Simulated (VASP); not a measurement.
# LiBiSe2 (R-3m) in VASP: single point with r2SCAN

Aim: the single point of LiBiSe2 with r2SCAN.

Everything below comes from runs of VASP 6.6.1. Logs are shortened: lines on timing, memory, paths and dates and some standing lists are left out, and cuts for length are marked.

## Step 1: The cell of the first run

Symmetry: R-3m, No. 166, trigonal system. Conventional cell: a = 4.120 Å, b = 4.120 Å, c = 19.840 Å, α = 90.00°, β = 90.00°, γ = 120.00°. Li (site symmetry -3m) has 6 Se at 2.85 Å within 3.8 Å. Bi (site symmetry -3m) has 6 Se at 2.95 Å within 3.9 Å. Within 3.8 Å of Se (site symmetry 3m) lie 3 Li at 2.85 Å and 3 Bi at 2.95 Å.

## Step 2: Single point, r2SCAN

File POSCAR:

```
LiBiSe2
1.0
    2.0599089268      1.1892889734      6.6134011414
   -2.0599089268      1.1892889734      6.6134011414
    0.0000000000     -2.3785779468      6.6134011414
Li Bi Se
1 1 2
Direct
    1.0000000000      0.0000000000      0.0000000000
    0.5000000000      0.5000000000      0.5000000000
    0.2543314314      0.2543314314      0.2543314314
    0.7456685686      0.7456685686      0.7456685686
```

File INCAR.step1:

```
SYSTEM = LiBiSe2
PREC     = Accurate       ! precision mode
ENCUT    = 520            ! plane-wave cutoff, eV
ISMEAR   = 0              ! smearing method
SIGMA    = 0.01           ! smearing width, eV
LREAL    = .FALSE.        ! projectors in reciprocal space
LASPH    = .TRUE.         ! aspherical terms in the spheres
NELM     = 60             ! most SCF steps
NBANDS   = 23             ! bands
GGA      = PE             ! functional
ALGO     = Normal         ! electronic algorithm
EDIFF    = 1E-4           ! SCF threshold, eV
LWAVE    = .TRUE.         ! write WAVECAR
LCHARG   = .FALSE.        ! write CHGCAR
```

File INCAR.step2:

```
SYSTEM = LiBiSe2
PREC     = Accurate       ! precision mode
ENCUT    = 520            ! plane-wave cutoff, eV
EDIFF    = 1E-7           ! SCF threshold, eV
ISMEAR   = 0              ! smearing method
SIGMA    = 0.01           ! smearing width, eV
LREAL    = .FALSE.        ! projectors in reciprocal space
LASPH    = .TRUE.         ! aspherical terms in the spheres
NELM     = 60             ! most SCF steps
ALGO     = Normal         ! electronic algorithm
ISIF     = 2              ! what is computed and relaxed
LWAVE    = .FALSE.        ! write WAVECAR
LCHARG   = .TRUE.         ! write CHGCAR
METAGGA  = R2SCAN         ! meta-GGA
LMIXTAU  = .TRUE.       
LELF     = .TRUE.         ! ELF
LVHAR    = .TRUE.       
NBANDS   = 23             ! bands
ISTART   = 1
```

File KPOINTS:

```
Automatic mesh
0
G
  8 8 8
  0 0 0
```

Potentials or basis: VASP PAW PBE potentials, release 64 (Li_sv, Bi_d, Se).

The run is started by

```console
> cat potpaw_PBE.64/Li_sv/POTCAR potpaw_PBE.64/Bi_d/POTCAR potpaw_PBE.64/Se/POTCAR > POTCAR
> cp INCAR.step1 INCAR
> mpirun -np 1 vasp_std > vasp.out
> cp INCAR.step2 INCAR
> mpirun -np 1 vasp_std > vasp.out
```

OUTCAR:

```text
SYSTEM = LiBiSe2
   PREC = Accurate
   ENCUT = 520
   EDIFF = 1E-7
   ISMEAR = 0
   LREAL = .FALSE.
   LASPH = .TRUE.
   NELM = 60
   ISIF = 2
   METAGGA = R2SCAN
   ISTART = 1

 ion  position               nearest neighbor table
   1  0.000  0.000  0.000-
   2  0.500  0.500  0.500-   3 2.95   3 2.95   4 2.95   4 2.95   3 2.95   4 2.95
   3  0.254  0.254  0.254-   2 2.95   2 2.95   2 2.95
   4  0.746  0.746  0.746-   2 2.95   2 2.95   2 2.95

  LATTYP: Found a trigonal (rhomboedric) cell.
 ALAT       =     7.0281368588
 COS(alpha) =     0.8281911167

  Lattice vectors:

 A1 = (   2.0599089268,   1.1892889734,   6.6134011414)
 A2 = (  -2.0599089268,   1.1892889734,   6.6134011414)
 A3 = (   0.0000000000,  -2.3785779468,   6.6134011414)

Analysis of symmetry for initial positions (statically):
=====================================================================
 Subroutine PRICEL returns:
 Original cell was already a primitive cell.

 Routine SETGRP: Setting up the symmetry group for a
 trigonal (rhombohedral) supercell.

 Subroutine GETGRP returns: Found 12 space group operations
 (whereof 12 operations were pure point group operations)
 out of a pool of 12 trial point group operations.

The static configuration has the point symmetry D_3d.

Analysis of symmetry for dynamics (positions and initial velocities):
=====================================================================
 Subroutine PRICEL returns:
 Original cell was already a primitive cell.

 Routine SETGRP: Setting up the symmetry group for a
 trigonal (rhombohedral) supercell.

 Subroutine GETGRP returns: Found 12 space group operations
 (whereof 12 operations were pure point group operations)
 out of a pool of 12 trial point group operations.

The dynamic configuration has the point symmetry D_3d.

 Subroutine INISYM returns: Found 12 space group operations
 (whereof 12 operations are pure point group operations),
 and found     1 'primitive' translations

----------------------------------------------------------------------------------------

                                     Primitive cell

  volume of cell :      97.2101

  direct lattice vectors                    reciprocal lattice vectors
     2.059908927  1.189288973  6.613401141     0.242729178  0.140139756  0.050402709
    -2.059908927  1.189288973  6.613401141    -0.242729178  0.140139756  0.050402709
     0.000000000 -2.378577947  6.613401141     0.000000000 -0.280279512  0.050402709

  length of vectors
     7.028136859  7.028136859  7.028136859     0.284775417  0.284775417  0.284775417

  position of ions in fractional coordinates (direct lattice)
     0.000000000  0.000000000  0.000000000
     0.500000000  0.500000000  0.500000000
     0.254331431  0.254331431  0.254331431
     0.745668569  0.745668569  0.745668569

  ion indices of the primitive-cell ions
   primitive index   ion index
                 1           1
                 2           2
                 3           3
                 4           4

----------------------------------------------------------------------------------------

 KPOINTS: Automatic mesh

Automatic generation of k-mesh.
 Grid dimensions read from file:
 generate k-points for:    8    8    8

 Generating k-lattice:

  Cartesian coordinates                     Fractional coordinates (reciprocal lattice)
     0.030341147  0.017517470  0.006300339     0.125000000 -0.000000000  0.000000000
    -0.030341147  0.017517470  0.006300339    -0.000000000  0.125000000  0.000000000
     0.000000000 -0.035034939  0.006300339     0.000000000  0.000000000  0.125000000

  Length of vectors
     0.035596927  0.035596927  0.035596927

  Shift w.r.t. Gamma in fractional coordinates (k-lattice)
     0.000000000  0.000000000  0.000000000

 Subroutine IBZKPT returns following result:
 ===========================================

 Found     65 irreducible k-points:

 Following reciprocal coordinates:
            Coordinates               Weight
  0.000000  0.000000  0.000000      1.000000
  0.125000 -0.000000  0.000000      6.000000
  0.250000 -0.000000  0.000000      6.000000
  0.375000 -0.000000 -0.000000      6.000000
  0.500000 -0.000000  0.000000      3.000000
  0.125000  0.125000  0.000000      6.000000
[... 16 lines left out ...]
  0.250000  0.125000  0.125000      6.000000
  0.375000  0.125000  0.125000      6.000000
 [... further k-points ...]
   k-points           NKPTS =     65   k-points in BZ     NKDIM =     65   number of bands    NBANDS=     23
   number of dos      NEDOS =    301   number of ions     NIONS =      4
   total plane-waves  NPLWV = 157464
   dimension x,y,z NGX =    54 NGY =   54 NGZ =   54
   dimension x,y,z NGXF=   108 NGYF=  108 NGZF=  108
   ions per type =               1   1   2
   NGX,Y,Z   is equivalent  to a cutoff of  12.77, 12.77, 12.77 a.u.
   NGXF,Y,Z  is equivalent  to a cutoff of  25.55, 25.55, 25.55 a.u.
 SYSTEM =  LiBiSe2
   PREC   = accura    normal or accurate (medium, high low for compatibility)
   ISTART =      1    job   : 0-new  1-cont  2-samecut
   ICHARG =      0    charge: 1-file 2-atom 10-const
   ISPIN  =      1    spin polarized calculation?
   LNONCOLLINEAR =      F non collinear calculations
   LSORBIT =      F    spin-orbit coupling
   LASPH  =      T    aspherical Exc in radial PAW
   ENCUT  =  520.0 eV  38.22 Ry    6.18 a.u.  13.07 13.07 13.07*2*pi/ulx,y,z
   NELM   =     60;   NELMIN=  2; NELMDL=  0     # of ELM steps
   EDIFF  = 0.1E-06   stopping-criterion for ELM
   LREAL  =      F    real-space projection
   EDIFFG = 0.1E-05   stopping-criterion for IOM
   NSW    =      0    number of steps for IOM
   IBRION =     -1    ionic relax: 0-MD 1-quasi-New 2-CG
   NFREE  =      0    steps in history (QN), initial steepest desc. (CG)
   ISIF   =      2    stress and relaxation
   ISYM   =      2    0-nonsym 1-usesym 2-fastsym
   POTIM  = 0.5000    time-step for ionic-motion
   TEBEG  =    0.0;   TEEND  =   0.0 temperature during run
   PSTRESS=    0.0 pullay stress
   NELECT =      30.0000    total number of electrons
   NUPDOWN=      -1.0000    fix difference up-down
   EMIN   =  10.00;   EMAX   =-10.00  energy-range for DOS
   EFERMI =   0.00;   METHOD = LEGACY
   ISMEAR =     0;   SIGMA  =   0.01  broadening in eV -4-tet -1-fermi 0-gaus
   EFERMI_NEDOS =   21; number of points for ismear=-14 and -15
   IALGO  =     38    algorithm
   IMIX   =      4    mixing-type and parameters
     AMIX     =   0.40;   BMIX     =  1.00
     AMIX_MAG =   1.60;   BMIX_MAG =  1.00
  volume/ion in A,a.u.               =      24.30       164.00
  Fermi-wavevector in a.u.,A,eV,Ry     =   1.106313  2.090629 16.652562  1.223929
  Thomas-Fermi vector in A             =   2.242812
   LORBIT       =      0    0 simple, 1 ext, 2 COOP (PROOUT), +10 PAW based schemes
   METAGGA = R2SCAN    functional components
   LHFCALC =     F    Hartree Fock is set to
   AEXX    =    0.0000 exact exchange contribution
   IVDW    =     0    specifies the selected vdW correction
   LEPSILON=     F    determine dielectric tensor
   LRPA    =     F    only Hartree local field effects (RPA)
 non-spin polarized calculation
 Gauss-broadening in eV      SIGMA  =   0.01
  energy-cutoff  :      520.00
  volume of cell :       97.21
 maximum number of plane-waves:      2645
 NGX is ok and might be reduce to    54
   NGX = 27   NGY = 27   NGZ = 27

 number of electron      29.9999995 magnetization

 Free energy of the ion-electron system (eV)
  ---------------------------------------------------
  ext. energy  EPLUGINS =         0.00000000
  ---------------------------------------------------
  free energy    TOTEN  =       -92.80491550 eV

  energy without entropy =      -92.80491550  energy(sigma->0) =      -92.80491550

 E-fermi :   3.9999     XC(G=0):  -9.7216

 val. band max:        3.7851966404   @ k =   0.5000   0.5000   0.5000
 cond. band min:       5.1800197278   @ k =   0.5000   0.5000   0.5000
 fundamental gap:      1.3948230874
 Fermi energy:         3.9998784467

 k-point     1 :       0.0000    0.0000    0.0000
  band No.  band energies     occupation
      1     -43.6811      2.00000
      2     -19.8251      2.00000
      3     -19.8251      2.00000
      4     -19.8167      2.00000
      5     -19.8049      2.00000
      6     -19.8049      2.00000
[... 15 lines left out ...]
     22      11.6253      0.00000
     23      11.6969      0.00000

 k-point     2 :       0.1250   -0.0000    0.0000
  band No.  band energies     occupation
      1     -43.6811      2.00000
      2     -19.8272      2.00000
      3     -19.8211      2.00000
      4     -19.8143      2.00000
      5     -19.8074      2.00000
      6     -19.8051      2.00000
[... 15 lines left out ...]
     22      11.5442      0.00000
     23      11.6660      0.00000

 k-point     3 :       0.2500   -0.0000    0.0000
  band No.  band energies     occupation
      1     -43.6810      2.00000
      2     -19.8340      2.00000
      3     -19.8136      2.00000
      4     -19.8135      2.00000
      5     -19.8065      2.00000
      6     -19.8039      2.00000
[... 15 lines left out ...]
     22      11.8290      0.00000
     23      12.0147      0.00000

 k-point     4 :       0.3750   -0.0000   -0.0000
  band No.  band energies     occupation
      1     -43.6809      2.00000
      2     -19.8421      2.00000
      3     -19.8177      2.00000
      4     -19.8117      2.00000
      5     -19.7995      2.00000
      6     -19.7968      2.00000
[... 15 lines left out ...]
     22      12.1886      0.00000
     23      12.2445      0.00000

 k-point     5 :       0.5000   -0.0000    0.0000
  band No.  band energies     occupation
      1     -43.6808      2.00000
      2     -19.8457      2.00000
      3     -19.8192      2.00000
      4     -19.8119      2.00000
      5     -19.7966      2.00000
      6     -19.7929      2.00000
[... 434 lines left out ...]
 k-point    22 :       0.1250    0.1250    0.1250
  band No.  band energies     occupation
      1     -43.6812      2.00000
      2     -19.8251      2.00000
      3     -19.8251      2.00000
      4     -19.8167      2.00000
      5     -19.8049      2.00000
      6     -19.8049      2.00000
[... 15 lines left out ...]
     22      11.5552      0.00000
     23      12.0168      0.00000

 k-point    23 :       0.2500    0.1250    0.1250
  band No.  band energies     occupation
      1     -43.6811      2.00000
      2     -19.8272      2.00000
      3     -19.8211      2.00000
      4     -19.8143      2.00000
      5     -19.8074      2.00000
      6     -19.8052      2.00000
[... 15 lines left out ...]
     22      11.6611      0.00000
     23      11.7006      0.00000

 k-point    24 :       0.3750    0.1250    0.1250
  band No.  band energies     occupation
      1     -43.6810      2.00000
      2     -19.8340      2.00000
      3     -19.8136      2.00000
      4     -19.8135      2.00000
      5     -19.8065      2.00000
      6     -19.8039      2.00000
[... 15 lines left out ...]
     22      11.8877      0.00000
     23      12.0798      0.00000

 [... further k-points ...]
[... 5 lines left out ...]
  --------------------------------------------------------------------------------------
  -------------------------------------------------------------------------------------
  Total       -0.0951600     -0.0951600     -0.0501755      0.0000000      0.0000000      0.0000000
  in kB       -1.5683874     -1.5683874     -0.8269727      0.0000000      0.0000000      0.0000000
  external PRESSURE =      -1.3212491 kB  Pullay stress =       0.0000000 kB

 VOLUME and BASIS-vectors are now :
 -----------------------------------------------------------------------------
  energy-cutoff  :      520.00
  volume of cell :       97.21
      direct lattice vectors                 reciprocal lattice vectors
     2.059908927  1.189288973  6.613401141     0.242729178  0.140139756  0.050402709
    -2.059908927  1.189288973  6.613401141    -0.242729178  0.140139756  0.050402709
     0.000000000 -2.378577947  6.613401141     0.000000000 -0.280279512  0.050402709

 POSITION                                       TOTAL-FORCE (eV/Angst)
 -----------------------------------------------------------------------------------
      0.00000      0.00000      0.00000         0.000000     -0.000000     -0.000000
      0.00000      0.00000      9.92010        -0.000000      0.000000      0.000000
      0.00000      0.00000      5.04599         0.000000     -0.000000      0.020315
      0.00000      0.00000     14.79422         0.000000      0.000000     -0.020315
 -----------------------------------------------------------------------------------
    total drift:                               -0.000000     -0.000000      0.000000

  FREE ENERGIE OF THE ION-ELECTRON SYSTEM (eV)
  ---------------------------------------------------
  free  energy   TOTEN  =       -92.8049154975 eV

  energy  without entropy=      -92.8049154975  energy(sigma->0) =      -92.80491550
```

It took 31 min on 1 thread of Intel Xeon Platinum 8259CL at 2.50GHz (Skylake/Cascade Lake), shared host; peak memory 0.53 GiB.

What came out:

- Free energy: -92.8049 eV
- Largest force: 0.020 eV/Å
- Band gap on the k mesh: 1.39 eV, direct

Forces in eV/Å, atoms in the order of the input:
```
Li   0.000  0.000  0.000
Bi   0.000  0.000  0.000
Se   0.000  0.000  0.020
Se   0.000  0.000 -0.020
```

Caveat: the cutoff is under 1.25 times the usual one of these potentials, so pressure, stress and relaxed cells hold a basis-set (Pulay) error; the PAW data sets were made with another functional, which shifts forces and pressure a little; spin-orbit coupling is left out, which moves the levels of the heavy elements. A k mesh can miss the band edges.
